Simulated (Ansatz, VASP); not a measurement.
# BeCd3Te4 in VASP and in Ansatz

```xyz
8
Lattice="6.3750 0.0000 0.0000 0.0000 6.3750 0.0000 0.0000 0.0000 6.3750" Properties=species:S:1:pos:R:3 pbc="T T T"
Be    0.0000    0.0000    0.0000
Cd    3.1875    0.0000    3.1875
Cd    0.0000    3.1875    3.1875
Cd    3.1875    3.1875    0.0000
Te    1.4442    4.9309    4.9309
Te    4.9309    4.9309    1.4442
Te    4.9309    1.4442    4.9309
Te    1.4442    1.4442    1.4442
```

Alike in both runs: functional PBE; k mesh 4 × 4 × 4; occupations gaussian, width 0.02 eV; no spin polarisation.

Ansatz relaxed the structure, and its values are those at the end. VASP's run is a single point on that final structure, the one shown.

|  | VASP | Ansatz |
| --- | --- | --- |
| version | VASP 6.6.1 | Ansatz 0.2.0 |
| potentials or method | VASP PAW PBE potentials, release 64 (Be, Cd, Te), cutoff 520 eV | scalar-relativistic, plane waves, PAW |
| valence electrons in the cell | 62 | 126 |

VASP gave:

```
gap on the k mesh at the Fermi level (eV) : 1.11
least direct gap on the mesh (eV)         : 1.11
pressure (GPa)                            : 0.1
rms of the force components (eV/Å)        : 0.002
```

What did Ansatz give for the same quantities?

gap on the k mesh at the Fermi level (eV): 1.11; least direct gap on the mesh (eV): 1.11; pressure (GPa): 0.0; rms of the force components (eV/Å): 0.004.

The functional is the same, so the differences come from potentials, cutoffs and numerics. VASP's potentials hold 62 valence electrons a cell and Ansatz's 126, so a difference there can come from the potentials and not from the codes.

Spin-orbit coupling is off throughout.
